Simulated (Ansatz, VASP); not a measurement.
# MnS in VASP and in Ansatz

```xyz
4
Lattice="-1.8300 -1.0565 5.9418 1.8300 -1.0565 5.9418 0.0000 2.1131 5.9418" Properties=species:S:1:pos:R:3 pbc="T T T"
Mn    0.0000    0.0000    0.0000
Mn    0.0000    0.0000    8.9128
S     0.0000    0.0000    4.4564
S     0.0000    0.0000   13.3691
```

Alike in both runs: task single point; functional PBEsol; k mesh 9 × 9 × 9; occupations fermi-dirac, width 0.05 eV; collinear spin, antiferromagnetic start; Hubbard terms Mn d U = 5 eV.

|  | VASP | Ansatz |
| --- | --- | --- |
| version | VASP 6.6.1 | Ansatz 0.2.0 |
| potentials or method | VASP PAW PBE potentials, release 64 (Mn_pv, S) | Ansatz PAW |
| plane-wave cutoff (eV) | 520 | 420 |
| valence electrons in the cell | 38 | 42 |

|  | VASP | Ansatz | Ansatz less VASP |
| --- | --- | --- | --- |
| gap on the k mesh at the Fermi level (eV) | 2.44 | 2.35 | -0.081 |
| least direct gap on the mesh (eV) | 3.01 | 2.88 | -0.129 |
| pressure (GPa) | 2.2 | 3.0 | +0.80 |
| traceless stress, the component that is largest in VASP (GPa) | -0.05 | -0.10 | -0.052 |
| net moment per atom (μB) | 0.00 | 0.00 | 0.000 |
| size of the moment on the site where the two differ most (μB) | 4.54 | 4.42 | -0.114 |

VASP's potentials were made for PBE, not for PBEsol. Site moments also hang on the region over which each program counts them. The programs project onto different local orbitals, so the same U acts differently, and such runs can settle in different states. VASP's potentials hold 38 valence electrons a cell and Ansatz's 42, so a difference there can come from the potentials and not from the codes.

Noted on Ansatz's run: the magnetic or orbital state may not be the lowest; odd divisions of the mesh miss points on the zone boundary, where band edges often lie, so the gap on the mesh can be too wide.
